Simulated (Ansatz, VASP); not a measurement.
## One calculation of Zr, two programs

Contents of INCAR:

```
SYSTEM = Zr
  PREC = Accurate
  ENCUT = 520
  EDIFF = 1E-6
  ISMEAR = -1
  SIGMA = 0.1
  LREAL = .FALSE.
  LASPH = .TRUE.
  NELM = 100
  ALGO = Normal
  ISIF = 2
  LWAVE = .FALSE.
  LCHARG = .FALSE.
  GGA = PE
  NBANDS = 25
```

Contents of KPOINTS:

```
regular mesh
0
G
  8 8 11
  0 0 0
```

Contents of POSCAR:

```
Zr
1.0
    4.2982683576      0.0000000000      0.0000000000
   -2.1491341788      3.7224095900      0.0000000000
    0.0000000000      0.0000000000      2.5152293187
Zr
3
Direct
    0.0000000000      0.0000000000      0.0000000000
    0.3333333333      0.6666666667      0.5000000000
    0.6666666667      0.3333333333      0.5000000000
```

Input for Ansatz:

```yaml
crystal:
  lattice:
    - [4.2982683576, 0.0, 0.0]
    - [-2.1491341788, 3.72240959, 0.0]
    - [0.0, 0.0, 2.5152293187]
  atoms:
    - { symbol: Zr, position: [0.0, 0.0, 0.0] }
    - { symbol: Zr, position: [0.3333333333, 0.6666666667, 0.5] }
    - { symbol: Zr, position: [0.6666666667, 0.3333333333, 0.5] }
kpoints:
  mp_grid: { grid: [8, 8, 11] }
scf:
  occupations: { method: fermi_dirac, width: 0.1 }
hamiltonian:
  xc: pbe
  pseudopotentials: { kind: all_electron, lapw: { basis_error: 0.001 } }
output:
  forces: true
  stress: true
  eigenvalues: true
  populations: true
```

Change from the starting cell: volume scaled by 0.58, LAPW.

Alike in both runs: task single point; functional PBE; k mesh 8 × 8 × 11; occupations fermi-dirac, width 0.1 eV; no spin polarisation.

|  | VASP | Ansatz |
| --- | --- | --- |
| version | VASP 6.6.1 | Ansatz 0.2.0 |
| potentials or method | VASP PAW PBE potentials, release 64 (Zr_sv), cutoff 520 eV | all-electron LAPW, scalar-relativistic |

|  | VASP | Ansatz | Ansatz less VASP |
| --- | --- | --- | --- |
| pressure (GPa) | 123.0 | 122.3 | -0.75 |
| traceless stress, the component that is largest in VASP (GPa) | 0.13 | -0.09 | -0.221 |

Both programs put the cell under a high pressure, so it lies far from rest at this level. Ansatz ran all-electron here, and VASP with PAW potentials.

Noted on VASP's run: the cell as given lies far from equilibrium.
